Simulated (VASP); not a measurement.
The system is Ti.

```xyz
2
Lattice="2.9302 0.0000 0.0000 -1.4651 2.5376 0.0000 0.0000 0.0000 4.6486" Properties=species:S:1:pos:R:3 pbc="T T T"
Ti    1.4651    0.8459    3.4864
Ti    0.0000    1.6918    1.1621
```

Program: VASP 6.6.1. Alike in all runs: task single point; potentials or basis VASP PAW PBE potentials, release 64 (Ti_sv); no spin polarisation; cell as given; k mesh 10 × 10 × 6; cutoff (eV) 520; smearing fermi-dirac 0.05 eV.

Problem. Order these runs on this cell by their pressure, lowest first.
A. level revPBE+D3(BJ)
B. level r2SCAN+D4
C. level PBEsol

Solution. A (-8.2 GPa), C (-3.9 GPa), B (0.0 GPa).

Caveats: the PAW data sets were made with another functional, which shifts forces and pressure a little; pairwise dispersion overbinds metals, which lowers pressure and volume (some runs).
